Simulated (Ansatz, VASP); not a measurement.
**Two plane-wave programs on Nb**

The input INCAR:

```
SYSTEM = Nb
ALGO = Normal
EDIFF = 1E-6
ENCUT = 520
GGA = PE
ISIF = 2
ISMEAR = -1
LASPH = .True.
LCHARG = .False.
LREAL = .False.
LWAVE = .False.
NBANDS = 20
NELM = 60
PREC = Accurate
SIGMA = 0.1
```

The input KPOINTS:

```
k-points
0
Gamma
  10 10 10
  0 0 0
```

The input POSCAR:

```
Nb
1.0
    0.0000000000      2.8769394453      2.8769394453
    2.8769394453      0.0000000000      2.8769394453
    2.8769394453      2.8769394453      0.0000000000
Nb
2
Direct
    0.1250000000      0.1250000000      0.1250000000
    0.8750000000      0.8750000000      0.8750000000
```

Input for Ansatz:

```yaml
crystal:
  lattice:
    - [0.0, 2.8769394453, 2.8769394453]
    - [2.8769394453, 0.0, 2.8769394453]
    - [2.8769394453, 2.8769394453, 0.0]
  atoms:
    - { symbol: Nb, position: [0.125, 0.125, 0.125] }
    - { symbol: Nb, position: [0.875, 0.875, 0.875] }
hamiltonian:
  xc: pbe
  pseudopotentials:
    kind: paw
    azcp:
      Nb: "pseudopotentials/Nb.paw.azcp"
basis:
  ecutwfc: 420
  fft_grid_basis: typed
kpoints:
  mp_grid: { grid: [10, 10, 10], shift: [0, 0, 0] }
magnetization:
  spin_polarized: false
scf:
  occupations: { method: fermi_dirac, width: 0.1 }
  lower_state_search: "off"
output:
  stress: true
```

Alike in both runs: task single point; functional PBE; k mesh 10 × 10 × 10; occupations fermi-dirac, width 0.1 eV; no spin polarisation.

|  | VASP | Ansatz |
| --- | --- | --- |
| version | VASP 6.6.1 | Ansatz 0.2.0 |
| potentials or method | VASP PAW PBE potentials, release 64 (Nb_sv), cutoff 520 eV | plane waves (420 eV) with PAW, scalar-relativistic |
| valence electrons in the cell | 26 | 26 |

|  | VASP | Ansatz | Ansatz less VASP |
| --- | --- | --- | --- |
| pressure (GPa) | 6.5 | 6.4 | -0.03 |
